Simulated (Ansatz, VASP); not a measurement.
**Two plane-wave programs on KBr**

POSCAR

```
KBr
1.0
    0.0000000000      3.3024387198      3.3024387198
    3.3024387198      0.0000000000      3.3024387198
    3.3024387198      3.3024387198      0.0000000000
K Br
1 1
Direct
    0.0000000000      0.0000000000      0.0000000000
    0.5000000000      0.5000000000      0.5000000000
```

Contents of INCAR.step1:

```
  ALGO = Normal
  EDIFF = 1E-5
  ENCUT = 520
  GGA = PE
  ISIF = 2
  ISMEAR = 0
  LASPH = T
  LCHARG = F
  LREAL = F
  LWAVE = T
  NBANDS = 15
  NELM = 80
  PREC = Accurate
  SIGMA = 0.01
```

The input INCAR.step2:

```
  ALGO = Normal
  EDIFF = 1E-6
  ENCUT = 520
  GGA = PE
  HFSCREEN = 0.2079
  ISIF = 2
  ISMEAR = 0
  ISTART = 1
  LASPH = T
  LCHARG = F
  LHFCALC = T
  LREAL = F
  LWAVE = F
  NBANDS = 15
  NELM = 80
  PREC = Accurate
  PRECFOCK = Normal
  SIGMA = 0.01
```

KPOINTS

```
k-points
0
Gamma
  4 4 4
```

Input for Ansatz:

```yaml
crystal:
  lattice:
    - [0.0, 3.3024387198, 3.3024387198]
    - [3.3024387198, 0.0, 3.3024387198]
    - [3.3024387198, 3.3024387198, 0.0]
  atoms:
    - { symbol: K, position: [0.0, 0.0, 0.0] }
    - { symbol: Br, position: [0.5, 0.5, 0.5] }
kpoints:
  mp_grid: { grid: [4, 4, 4] }
  band_path:
    path:
      - [0.0, 0.0, 0.0]
      - [0.5, 0.0, 0.5]
      - [0.625, 0.25, 0.625]
      - [0.375, 0.375, 0.75]
      - [0.5, 0.5, 0.5]
      - [0.5, 0.25, 0.75]
    npoints: 1
hamiltonian:
  xc: hse06
scf:
  occupations: { method: fixed }
  n_extra_bands: 4
output:
  forces: true
  stress: true
  eigenvalues: true
  write_density: true
  write_potential: true
  elf: true
  volumetric_format: npy
```

Alike in both runs: task single point; functional HSE06; k mesh 4 × 4 × 4; no spin polarisation.

```csv
,VASP,Ansatz
version,VASP 6.6.1,Ansatz 0.2.0
potentials or method,"VASP PAW PBE potentials, release 64 (K_sv, Br)","plane waves, PAW"
plane-wave cutoff (eV),520,420
occupations,"gaussian, width 0.01 eV",fixed
valence electrons in the cell,16,16
```

```tsv
	VASP	Ansatz	Ansatz less VASP
gap on the k mesh at the Fermi level (eV)	5.59	5.60	+0.003
pressure (GPa)	0.4	0.4	-0.02
```

Ansatz's warnings: stress exchange threshold loose, stress scf threshold loose.
